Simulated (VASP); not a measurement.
Input of a VASP 6.6.1 run:

The input POSCAR:

```
Ta
1.0
   -1.6513465318      1.6512475271      1.6517526240
    1.6513161828     -1.6512752805      1.6517495899
    1.6513170369      1.6512464084     -1.6517870681
Ta
1
Direct
    0.0000000000      0.0000000000      0.0000000000
```

The input INCAR.step1:

```
PREC = Accurate ; ENCUT = 520
ISMEAR = -1 ; SIGMA = 0.05
LREAL = False ; LASPH = True
NELM = 80 ; NBANDS = 12
GGA = PE ; ALGO = Normal
EDIFF = 1E-4 ; LWAVE = True
LCHARG = False
```

Contents of INCAR.step2:

```
PREC = Accurate ; ENCUT = 520
EDIFF = 1E-6 ; ISMEAR = -1
SIGMA = 0.05 ; LREAL = False
LASPH = True ; NELM = 80
ALGO = Normal ; ISIF = 2
LWAVE = False ; LCHARG = False
METAGGA = R2SCAN ; LMIXTAU = True
NBANDS = 12 ; ISTART = 1
```

The input KPOINTS:

```
Automatic mesh
0
Gamma
  11 11 11
```

Potentials or basis: VASP PAW PBE potentials, release 64 (Ta_pv).

Run with:

```sh
$ cat potpaw_PBE.64/Ta_pv/POTCAR > POTCAR
$ cp INCAR.step1 INCAR
$ mpirun -np 1 vasp_std > vasp.out
$ cp INCAR.step2 INCAR
$ mpirun -np 1 vasp_std > vasp.out
```

Q: What does it give for the band gap on the k mesh?

A: Zero (an odd number of electrons rules out a gap without spin polarisation).

Q: Estimate the pressure.

A: 0.6 GPa.

Caveat: the PAW data sets were made with another functional, which shifts forces and pressure a little; spin-orbit coupling is left out, which moves the levels of the heavy elements.
